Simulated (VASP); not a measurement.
Write the native input for VASP 6.6.1 that does the following.

```
Task                   : relaxation of the atoms
Functional             : LDA
Potentials or basis    : VASP PAW LDA potentials, release 64 (Ca_sv, O)
Cutoff                 : 520 eV
k mesh                 : 8 × 8 × 8
Occupations            : gaussian, width 0.02 eV
Spin                   : no spin polarisation
Dipole correction      : no
Further INCAR settings : ALGO = Normal; EDIFF = 1e-07; IBRION = 2; EDIFFG = -0.002; NSW = 60
```

The structure of CaO (kat) lies in POSCAR:

```
CaO
1.0
    0.0000000000      2.3976771510      2.3976771510
    2.3976771510      0.0000000000      2.3976771510
    2.3976771510      2.3976771510      0.0000000000
Ca O
1 1
Direct
    0.0000000000      0.0000000000      0.0000000000
    0.5000000000      0.5000000000      0.5000000000
```

This cell differs from its parent crystal: strained cell.

The input as run:

INCAR

```
PREC = Accurate ; ENCUT = 520
EDIFF = 1E-7 ; ISMEAR = 0
SIGMA = 0.02 ; LREAL = False
LASPH = True ; NELM = 100
ALGO = Normal ; ISIF = 2
LWAVE = False ; LCHARG = False
IBRION = 2 ; NSW = 60
EDIFFG = -0.002
```

KPOINTS

```
regular mesh
0
Gamma
  8 8 8
```

Potentials or basis: VASP PAW LDA potentials, release 64 (Ca_sv, O).

The run is started by

```console
$ cat potpaw_LDA.64/Ca_sv/POTCAR potpaw_LDA.64/O/POTCAR > POTCAR
$ mpirun -np 1 vasp_std > vasp.out
```

It gave:

```json
{"Pressure after relaxing": "-5.5 GPa", "Band gap on the k mesh": "3.46 eV, indirect (least direct gap 3.83 eV)"}
```

Caveat: the cell differs from its parent crystal (strained cell); the relaxation stopped at its first step, so nothing moved.

Wall time 5.4 s on 1 thread of Intel(R) Xeon(R) 6975P-C (Granite Rapids), with other jobs on the host, peak memory 0.14 GiB.
